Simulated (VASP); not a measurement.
Li4H3F, 64 atoms in the cell. The typed cell holds 64 atoms: a = 7.974 Å, b = 7.974 Å, c = 7.974 Å, α = 90.00°, β = 90.00°, γ = 90.00°. 

| Property | Result |
| --- | --- |
| Program | VASP 6.6.1 |
| Task | relaxation of volume and atoms at fixed shape |
| Functional | PBEsol |
| Potentials or basis | VASP PAW PBE potentials, release 64 (H, F, Li_sv) |
| Cutoff | 600 eV |
| k mesh | 1 × 1 × 1, shifted |
| Occupations | fermi-dirac, width 0.05 eV |
| Spin | no spin polarisation |
| Dipole correction | no |
| Further INCAR settings | LREAL = Auto; ALGO = Normal; EDIFF = 1e-06; ISYM = 0; IBRION = 2; EDIFFG = -0.03; NSW = 100; ISIF = 8 |

Potentials or basis: VASP PAW PBE potentials, release 64 (H, F, Li_sv).

Command:

```bash
$ cat potpaw_PBE.64/H/POTCAR potpaw_PBE.64/F/POTCAR potpaw_PBE.64/Li_sv/POTCAR > POTCAR
$ mpirun -np 1 vasp_std > vasp.out
```

Hardware: 1 thread of AMD EPYC 9R45 96-Core Processor (Zen 5), on a shared host.

Question: How long does it take, and how much memory?

Answer: Wall time 19 min on 1 thread of AMD EPYC 9R45 96-Core Processor (Zen 5), with other jobs on the host, peak memory 0.72 GiB. Counts: scf iterations 59, k points 4, ion steps 7.
